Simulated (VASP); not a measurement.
Input of a VASP 6.6.1 run:

INCAR

```
PREC     = Accurate       # precision mode
ENCUT    = 400            # plane-wave cutoff, eV
EDIFF    = 1E-6           # SCF threshold, eV
ISMEAR   = -1             # smearing method
SIGMA    = 0.05           # smearing width, eV
LREAL    = False          # projectors in reciprocal space
LASPH    = True           # aspherical terms in the spheres
NELM     = 120            # most SCF steps
ALGO     = Normal         # electronic algorithm
ISIF     = 2              # what is computed and relaxed
LWAVE    = False          # write WAVECAR
LCHARG   = False          # write CHGCAR
GGA      = PE             # functional
NBANDS   = 74             # bands
GGA_COMPAT= False
```

Contents of KPOINTS:

```
regular mesh
0
Gamma
  2 2 2
```

POSCAR

```
Ca8Se7
1.0
    0.0000000000      5.8953040000      5.8953040000
    5.8953040000      0.0000000000      5.8953040000
    5.8953040000      5.8953040000      0.0000000000
Ca Se
8 7
Direct
   -0.0073045427      0.0188467804     -0.0043528714
   -0.0122384698      0.0022238887      0.4988015037
    0.0276607449      0.5066265455     -0.0058303185
   -0.0100435872      0.4982922000      0.5216801373
    0.5092244607     -0.0211397071      0.0025740827
    0.5110918792      0.0022215988      0.4988066773
    0.4714404889      0.5066242555     -0.0058376973
    0.5061030780      0.5054756294      0.4821993064
    0.2495738133      0.2380332719      0.2627132545
    0.2635780106      0.2488355986      0.7475233678
    0.2351168829      0.7535690271      0.2521378881
    0.2494600787      0.7675234390      0.7334451285
    0.7491542421      0.3213254143      0.1802595761
    0.7399508151      0.2488395849      0.7475202297
    0.7590581419      0.7535720804      0.2521407717
```

Potentials or basis: VASP PAW PBE potentials, release 64 (Ca_sv, Se).

Command:

```sh
$ cat potpaw_PBE.64/Ca_sv/POTCAR potpaw_PBE.64/Se/POTCAR > POTCAR
$ mpirun -np 1 vasp_std > vasp.out
```

(1) Predict the largest force.

(2) Estimate the pressure.

(3) Estimate the band gap on the k mesh.

Answers

(1) 1.244 eV/Å.

(2) 1.4 GPa.

(3) 0.24 eV.

Caveat: the k points lie up to 0.46 Å⁻¹ apart.
